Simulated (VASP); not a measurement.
# Na2GeO2 (P-3m1) in VASP: notebook

Runs on Na2GeO2. Level: PBE. Tasks: single point, relaxation of cell and atoms.

All numbers are computed with VASP 6.6.1; they aren't measurements. Logs are shortened: lines on timing, memory, paths and dates and some standing lists are left out, and cuts for length are marked.

## Step 1: The cell of the first run

Symmetry: P-3m1, No. 164, trigonal system. The conventional cell has a = 3.668 Å, b = 3.668 Å, c = 6.046 Å, α = 90.00°, β = 90.00°, γ = 120.00°. Na (site symmetry 3m) has 4 O at 2.25 to 2.60 Å and 3 Na at 2.80 Å and 3 Ge at 2.99 Å within 3.0 Å. Within 3.3 Å of Ge (site symmetry -3m) lie 6 O at 2.51 Å and 6 Na at 2.99 Å. O (site symmetry 3m) has 4 Na at 2.25 to 2.60 Å and 3 Ge at 2.51 Å within 3.0 Å.

## Step 2: Single point, PBE

The input, INCAR:

```
ALGO     = Normal         # electronic algorithm
EDIFF    = 1E-7           # SCF threshold, eV
ENCUT    = 520            # plane-wave cutoff, eV
GGA      = PE             # functional
ISIF     = 2              # what is computed and relaxed
ISMEAR   = 0              # smearing method
LASPH    = True           # aspherical terms in the spheres
LCHARG   = True           # write CHGCAR
LELF     = True           # ELF
LREAL    = False          # projectors in reciprocal space
LVHAR    = True         
LWAVE    = False          # write WAVECAR
NBANDS   = 28             # bands
NELM     = 100            # most SCF steps
PREC     = Accurate       # precision mode
SIGMA    = 0.02           # smearing width, eV
```

The input, KPOINTS:

```
k-points
0
Gamma
  12 12 6
```

The input, POSCAR:

```
Na2GeO2
1.0
    3.6675118545      0.0000000000      0.0000000000
   -1.8337559273      3.1761584347      0.0000000000
    0.0000000000      0.0000000000      6.0459229806
Na Ge O
2 1 2
Direct
    0.6666666667      0.3333333333      0.6513605436
    0.3333333333      0.6666666667      0.3486394564
    0.0000000000      0.0000000000      0.0000000000
    0.6666666667      0.3333333333      0.2216996590
    0.3333333333      0.6666666667      0.7783003410
```

Potentials or basis: VASP PAW PBE potentials, release 64 (Na_pv, Ge_d, O).

Run with:

```console
$ cat potpaw_PBE.64/Na_pv/POTCAR potpaw_PBE.64/Ge_d/POTCAR potpaw_PBE.64/O/POTCAR > POTCAR
$ mpirun -np 1 vasp_std > vasp.out
```

OUTCAR:

```text
EDIFF = 1E-7
   ENCUT = 520
   GGA = PE
   ISIF = 2
   ISMEAR = 0
   LASPH = True
   LREAL = False
   NELM = 100
   PREC = Accurate

 ion  position               nearest neighbor table
   1  0.667  0.333  0.651-   5 2.25   5 2.25   5 2.25
   2  0.333  0.667  0.349-   4 2.25   4 2.25   4 2.25
   3  0.000  0.000  0.000-
   4  0.667  0.333  0.222-   2 2.25   2 2.25   2 2.25
   5  0.333  0.667  0.778-   1 2.25   1 2.25   1 2.25

  LATTYP: Found a hexagonal cell.
 ALAT       =     3.6675118545
 C/A-ratio  =     1.6485080950

  Lattice vectors:

 A1 = (   3.6675118545,   0.0000000000,   0.0000000000)
 A2 = (  -1.8337559273,   3.1761584347,   0.0000000000)
 A3 = (   0.0000000000,   0.0000000000,   6.0459229806)

Analysis of symmetry for initial positions (statically):
=====================================================================
 Subroutine PRICEL returns:
 Original cell was already a primitive cell.

 Routine SETGRP: Setting up the symmetry group for a
 hexagonal supercell.

 Subroutine GETGRP returns: Found 12 space group operations
 (whereof 12 operations were pure point group operations)
 out of a pool of 24 trial point group operations.

The static configuration has the point symmetry D_3d.

Analysis of symmetry for dynamics (positions and initial velocities):
=====================================================================
 Subroutine PRICEL returns:
 Original cell was already a primitive cell.

 Routine SETGRP: Setting up the symmetry group for a
 hexagonal supercell.

 Subroutine GETGRP returns: Found 12 space group operations
 (whereof 12 operations were pure point group operations)
 out of a pool of 24 trial point group operations.

The dynamic configuration has the point symmetry D_3d.

 Subroutine INISYM returns: Found 12 space group operations
 (whereof 12 operations are pure point group operations),
 and found     1 'primitive' translations

----------------------------------------------------------------------------------------

                                     Primitive cell

  volume of cell :      70.4265

  direct lattice vectors                    reciprocal lattice vectors
     3.667511854  0.000000000  0.000000000     0.272664422  0.157422877  0.000000000
    -1.833755927  3.176158435  0.000000000     0.000000000  0.314845755  0.000000000
     0.000000000  0.000000000  6.045922981     0.000000000  0.000000000  0.165400718

  length of vectors
     3.667511854  3.667511855  6.045922981     0.314845755  0.314845755  0.165400718

  position of ions in fractional coordinates (direct lattice)
     0.666666667  0.333333333  0.651360544
     0.333333333  0.666666667  0.348639456
     0.000000000  0.000000000  0.000000000
     0.666666667  0.333333333  0.221699659
     0.333333333  0.666666667  0.778300341

  ion indices of the primitive-cell ions
   primitive index   ion index
                 1           1
                 2           2
                 3           3
                 4           4
                 5           5

----------------------------------------------------------------------------------------

 KPOINTS: k-points

Automatic generation of k-mesh.
 Grid dimensions read from file:
 generate k-points for:   12   12    6

 Generating k-lattice:

  Cartesian coordinates                     Fractional coordinates (reciprocal lattice)
     0.022722035  0.013118573  0.000000000     0.083333333  0.000000000  0.000000000
     0.000000000  0.026237146  0.000000000     0.000000000  0.083333333  0.000000000
     0.000000000  0.000000000  0.027566786     0.000000000  0.000000000  0.166666667

  Length of vectors
     0.026237146  0.026237146  0.027566786

  Shift w.r.t. Gamma in fractional coordinates (k-lattice)
     0.000000000  0.000000000  0.000000000

 Subroutine IBZKPT returns following result:
 ===========================================

 Found    100 irreducible k-points:

 Following reciprocal coordinates:
            Coordinates               Weight
  0.000000  0.000000  0.000000      1.000000
  0.083333  0.000000  0.000000      6.000000
  0.166667  0.000000  0.000000      6.000000
  0.250000  0.000000  0.000000      6.000000
  0.333333  0.000000  0.000000      6.000000
  0.416667  0.000000  0.000000      6.000000
[... 16 lines left out ...]
  0.166667  0.000000  0.166667      6.000000
  0.000000  0.166667  0.166667      6.000000
 [... further k-points ...]
   k-points           NKPTS =    100   k-points in BZ     NKDIM =    100   number of bands    NBANDS=     28
   number of dos      NEDOS =    301   number of ions     NIONS =      5
   total plane-waves  NPLWV =  37632
   dimension x,y,z NGX =    28 NGY =   28 NGZ =   48
   dimension x,y,z NGXF=    56 NGYF=   56 NGZF=   96
   ions per type =               2   1   2
   NGX,Y,Z   is equivalent  to a cutoff of  12.69, 12.69, 13.20 a.u.
   NGXF,Y,Z  is equivalent  to a cutoff of  25.38, 25.38, 26.40 a.u.
 SYSTEM =  unknown system
   PREC   = accura    normal or accurate (medium, high low for compatibility)
   ISTART =      0    job   : 0-new  1-cont  2-samecut
   ICHARG =      2    charge: 1-file 2-atom 10-const
   ISPIN  =      1    spin polarized calculation?
   LNONCOLLINEAR =      F non collinear calculations
   LSORBIT =      F    spin-orbit coupling
   LASPH  =      T    aspherical Exc in radial PAW
   ENCUT  =  520.0 eV  38.22 Ry    6.18 a.u.   6.82  6.82 11.24*2*pi/ulx,y,z
   NELM   =    100;   NELMIN=  2; NELMDL= -5     # of ELM steps
   EDIFF  = 0.1E-06   stopping-criterion for ELM
   LREAL  =      F    real-space projection
   EDIFFG = 0.1E-05   stopping-criterion for IOM
   NSW    =      0    number of steps for IOM
   IBRION =     -1    ionic relax: 0-MD 1-quasi-New 2-CG
   NFREE  =      0    steps in history (QN), initial steepest desc. (CG)
   ISIF   =      2    stress and relaxation
   ISYM   =      2    0-nonsym 1-usesym 2-fastsym
   POTIM  = 0.5000    time-step for ionic-motion
   TEBEG  =    0.0;   TEEND  =   0.0 temperature during run
   PSTRESS=    0.0 pullay stress
   NELECT =      40.0000    total number of electrons
   NUPDOWN=      -1.0000    fix difference up-down
   EMIN   =  10.00;   EMAX   =-10.00  energy-range for DOS
   EFERMI =   0.00;   METHOD = LEGACY
   ISMEAR =     0;   SIGMA  =   0.02  broadening in eV -4-tet -1-fermi 0-gaus
   EFERMI_NEDOS =   21; number of points for ismear=-14 and -15
   IALGO  =     38    algorithm
   IMIX   =      4    mixing-type and parameters
     AMIX     =   0.40;   BMIX     =  1.00
     AMIX_MAG =   1.60;   BMIX_MAG =  1.00
  volume/ion in A,a.u.               =      14.09        95.05
  Fermi-wavevector in a.u.,A,eV,Ry     =   1.355760  2.562014 25.008657  1.838084
  Thomas-Fermi vector in A             =   2.482820
   LORBIT       =      0    0 simple, 1 ext, 2 COOP (PROOUT), +10 PAW based schemes
   GGA     = PE    functional components
   LHFCALC =     F    Hartree Fock is set to
   AEXX    =    0.0000 exact exchange contribution
   IVDW    =     0    specifies the selected vdW correction
   LEPSILON=     F    determine dielectric tensor
   LRPA    =     F    only Hartree local field effects (RPA)
 non-spin polarized calculation
 Gauss-broadening in eV      SIGMA  =   0.02
  energy-cutoff  :      520.00
  volume of cell :       70.43
 maximum number of plane-waves:      1929
   NGX = 13   NGY = 13   NGZ = 23

 number of electron      40.0000004 magnetization

 Free energy of the ion-electron system (eV)
  ---------------------------------------------------
  ext. energy  EPLUGINS =         0.00000000
  ---------------------------------------------------
  free energy    TOTEN  =       -21.80342576 eV

  energy without entropy =      -21.80342576  energy(sigma->0) =      -21.80342576

 E-fermi :   3.0002     XC(G=0):  -9.7412

 val. band max:        2.8472703253   @ k =   0.3333   0.3333   0.5000
 cond. band min:       3.5390911602   @ k =   0.0000   0.0000   0.5000
 fundamental gap:      0.6918208348
 Fermi energy:         3.0002085516

 k-point     1 :       0.0000    0.0000    0.0000
  band No.  band energies     occupation
      1     -21.4672      2.00000
      2     -21.4602      2.00000
      3     -21.4602      2.00000
      4     -21.4425      2.00000
      5     -21.4425      2.00000
      6     -20.1439      2.00000
[... 20 lines left out ...]
     27      14.1967      0.00000
     28      15.3579      0.00000

 k-point     2 :       0.0833    0.0000    0.0000
  band No.  band energies     occupation
      1     -21.4668      2.00000
      2     -21.4605      2.00000
      3     -21.4599      2.00000
      4     -21.4432      2.00000
      5     -21.4420      2.00000
      6     -20.1423      2.00000
[... 20 lines left out ...]
     27      14.2736      0.00000
     28      15.1178      0.00000

 k-point     3 :       0.1667    0.0000    0.0000
  band No.  band energies     occupation
      1     -21.4658      2.00000
      2     -21.4615      2.00000
      3     -21.4595      2.00000
      4     -21.4452      2.00000
      5     -21.4406      2.00000
      6     -20.1388      2.00000
[... 20 lines left out ...]
     27      14.3413      0.00000
     28      14.7741      0.00000

 k-point     4 :       0.2500    0.0000    0.0000
  band No.  band energies     occupation
      1     -21.4652      2.00000
      2     -21.4625      2.00000
      3     -21.4591      2.00000
      4     -21.4474      2.00000
      5     -21.4385      2.00000
      6     -20.1368      2.00000
[... 578 lines left out ...]
     27      14.2527      0.00000
     28      14.7389      0.00000

 k-point    23 :       0.1667    0.0000    0.1667
  band No.  band energies     occupation
      1     -21.4658      2.00000
      2     -21.4615      2.00000
      3     -21.4595      2.00000
      4     -21.4451      2.00000
      5     -21.4406      2.00000
      6     -20.1379      2.00000
[... 20 lines left out ...]
     27      13.9794      0.00000
     28      14.7797      0.00000

 k-point    24 :       0.0000    0.1667    0.1667
  band No.  band energies     occupation
      1     -21.4658      2.00000
      2     -21.4615      2.00000
      3     -21.4595      2.00000
      4     -21.4452      2.00000
      5     -21.4406      2.00000
      6     -20.1374      2.00000
[... 20 lines left out ...]
     27      14.0774      0.00000
     28      14.6565      0.00000

 [... further k-points ...]
[... 5 lines left out ...]
  --------------------------------------------------------------------------------------
  -------------------------------------------------------------------------------------
  Total        0.0762088      0.0762088      0.0014213     -0.0000000      0.0000000      0.0000000
  in kB        1.7337225      1.7337225      0.0323345     -0.0000000      0.0000000      0.0000000
  external PRESSURE =       1.1665932 kB  Pullay stress =       0.0000000 kB

 VOLUME and BASIS-vectors are now :
 -----------------------------------------------------------------------------
  energy-cutoff  :      520.00
  volume of cell :       70.43
      direct lattice vectors                 reciprocal lattice vectors
     3.667511854  0.000000000  0.000000000     0.272664422  0.157422877  0.000000000
    -1.833755927  3.176158435  0.000000000     0.000000000  0.314845755  0.000000000
     0.000000000  0.000000000  6.045922981     0.000000000  0.000000000  0.165400718

 POSITION                                       TOTAL-FORCE (eV/Angst)
 -----------------------------------------------------------------------------------
      1.83376      1.05872      3.93808         0.000000      0.000000     -0.009868
     -0.00000      2.11744      2.10785        -0.000000     -0.000000      0.009868
      0.00000      0.00000      0.00000        -0.000000     -0.000000      0.000000
      1.83376      1.05872      1.34038         0.000000      0.000000     -0.001113
     -0.00000      2.11744      4.70554         0.000000      0.000000      0.001113
 -----------------------------------------------------------------------------------
    total drift:                                0.000000     -0.000000     -0.000000

  FREE ENERGIE OF THE ION-ELECTRON SYSTEM (eV)
  ---------------------------------------------------
  free  energy   TOTEN  =       -21.8034257648 eV

  energy  without entropy=      -21.8034257648  energy(sigma->0) =      -21.80342576
```

It took 3.8 min on 1 thread of Intel Xeon Platinum 8375C at 2.90GHz (Ice Lake), shared host; peak memory 0.3 GiB.

Results:

```
Free energy            : -21.8034 eV
Pressure               : 0.1 GPa
Largest force          : 0.010 eV/Å
Band gap on the k mesh : 0.69 eV, indirect (least direct gap 1.51 eV)
```

Forces in eV/Å, atoms in the order of the input:
```
Na   0.000  0.000 -0.010
Na   0.000  0.000  0.010
Ge   0.000  0.000  0.000
O    0.000  0.000 -0.001
O    0.000  0.000  0.001
```

Stress tensor (GPa, compression positive):
```
0.17 0.00 0.00
0.00 0.17 0.00
0.00 0.00 0.00
```

A k mesh can miss the band edges. A hybrid or GW would open this gap; PBE tends to underestimate it.

## Step 3: Relaxation of cell and atoms, PBE

The input, INCAR:

```
SYSTEM = Na2GeO2
PREC = Accurate ; ENCUT = 600
EDIFF = 1E-7 ; ISMEAR = 0
SIGMA = 0.02 ; LREAL = .FALSE.
LASPH = .TRUE. ; NELM = 100
ALGO = Normal ; ISIF = 3
LWAVE = .FALSE. ; LCHARG = .FALSE.
GGA = PE ; IBRION = 2
NSW = 100 ; EDIFFG = -0.01
```

The input, KPOINTS:

```
Automatic mesh
0
G
  12 12 6
  0 0 0
```

The input, POSCAR:

```
Na2GeO2
1.0
    3.6612373102      0.0000000000      0.0000000000
   -1.8306186551      3.1707245199      0.0000000000
    0.0000000000      0.0000000000      6.0546150194
Na Ge O
2 1 2
Direct
    0.6666666667      0.3333333333      0.6508974041
    0.3333333333      0.6666666667      0.3491025959
    0.0000000000      0.0000000000      0.0000000000
    0.6666666667      0.3333333333      0.2218988002
    0.3333333333      0.6666666667      0.7781011998
```

Potentials or basis: VASP PAW PBE potentials, release 64 (Na_pv, Ge_d, O).

Run with:

```console
$ cat potpaw_PBE.64/Na_pv/POTCAR potpaw_PBE.64/Ge_d/POTCAR potpaw_PBE.64/O/POTCAR > POTCAR
$ mpirun -np 1 vasp_std > vasp.out
```

It took 15 min on 1 thread of Intel Xeon Platinum 8375C at 2.90GHz (Ice Lake), shared host; peak memory 0.34 GiB.

The run converged. Its results:

| Item | Value |
| --- | --- |
| Free energy | -21.8065 eV |
| Relaxed volume | 14.08 Å³/atom |
| Relaxed cell | a = 3.672 Å, b = 3.672 Å, c = 6.030 Å, α = 90.00°, β = 90.00°, γ = 120.00° |
| Space group after relaxing (to 0.05 Å) | P-3m1 (No. 164) |
| Energy gained by relaxing | 0.1 meV/atom |
| Ionic steps | 7 |
| Pressure after relaxing | 0.0 GPa |
| Largest force after relaxing | 0.005 eV/Å |
| Band gap on the k mesh | 0.69 eV, indirect (least direct gap 1.51 eV) |

Forces on the atoms (eV/Å):
```
Na   0.000  0.000 -0.001
Na   0.000  0.000  0.001
Ge   0.000  0.000  0.000
O    0.000  0.000  0.005
O    0.000  0.000 -0.005
```

The path:
```csv
step,energy change (eV),largest force (eV/Å),pressure (GPa),volume (Å³)
1,0.0000,0.0044,0.19,70.29
2,-0.0003,0.0032,0.01,70.45
3,-0.0003,0.0049,-0.04,70.49
4,-0.0003,0.0081,-0.12,70.57
5,-0.0003,0.0064,-0.08,70.53
6,-0.0004,0.0044,-0.06,70.49
7,-0.0005,0.0050,0.02,70.40
```

Final structure:
```yaml
crystal:
  lattice:
    - [3.67166, 0.00000, 0.00000]
    - [-1.83583, 3.17975, 0.00000]
    - [0.00000, 0.00000, 6.03023]
  atoms:
    - { symbol: Na, position: [0.66667, 0.33333, 0.65103] }
    - { symbol: Na, position: [0.33333, 0.66667, 0.34897] }
    - { symbol: Ge, position: [0.00000, 0.00000, 0.00000] }
    - { symbol: O, position: [0.66667, 0.33333, 0.22176] }
    - { symbol: O, position: [0.33333, 0.66667, 0.77824] }
```

Levels at points of the mesh, in eV from the valence-band top:
| k point | band 17 | band 18 | band 19 | band 20 | band 21 | band 22 | band 23 | band 24 |
| --- | --- | --- | --- | --- | --- | --- | --- | --- |
| (0.00, 0.00, 0.00) | -1.82 | -1.76 | -1.76 | -1.52 | 1.38 | 4.03 | 4.71 | 4.71 |
| (0.50, 0.00, 0.00) | -2.65 | -1.84 | -1.67 | -0.45 | 2.34 | 4.37 | 4.64 | 5.00 |
| (0.00, 0.00, 0.50) | -1.82 | -1.76 | -1.76 | -0.83 | 0.69 | 4.70 | 4.70 | 5.11 |
| (0.50, 0.00, 0.50) | -2.51 | -1.80 | -1.72 | -0.55 | 2.29 | 4.31 | 5.07 | 5.85 |

A k mesh can miss the band edges. PBE gaps usually lie below the measured ones, often by a third to a half.
